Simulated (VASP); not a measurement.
Here is a VASP 6.6.1 calculation.

File INCAR:

```
PREC = Accurate
ENCUT = 520
EDIFF = 1E-6
ISMEAR = 0
SIGMA = 0.05
LREAL = False
LASPH = True
NELM = 60
ALGO = Normal
ISIF = 2
LWAVE = False
LCHARG = False
GGA = PE
NBANDS = 26
```

Contents of KPOINTS:

```
regular mesh
0
Gamma
  12 12 6
```

Contents of POSCAR:

```
ZnO
1.0
    3.5418333468      0.0000000000      0.0000000000
   -1.7709166734      3.0673176543      0.0000000000
    0.0000000000      0.0000000000      5.5048556811
Zn O
2 2
Direct
    0.3333333333      0.6666666667      0.0015026881
    0.6666666667      0.3333333333      0.5015026881
    0.3333333333      0.6666666667      0.3805973119
    0.6666666667      0.3333333333      0.8805973119
```

Potentials or basis: VASP PAW PBE potentials, release 64 (Zn, O).

Launch:

```sh
$ cat potpaw_PBE.64/Zn/POTCAR potpaw_PBE.64/O/POTCAR > POTCAR
$ mpirun -np 1 vasp_std > vasp.out
```

Q: Estimate the pressure.

A: -15.7 GPa.

Q: Predict the largest force.

A: 0.040 eV/Å.

Q: Predict the band gap on the k mesh.

A: 0.43 eV.

Stress tensor (GPa, compression positive):
```
-16.94   0.00   0.00
  0.00 -16.94   0.00
  0.00   0.00 -13.10
```

Caveat: the cell differs from its parent crystal (strain +0.080 along x and y, +0.040 along z); the cell stands under tension; semilocal functionals underestimate gaps, and a narrow one can read as zero.
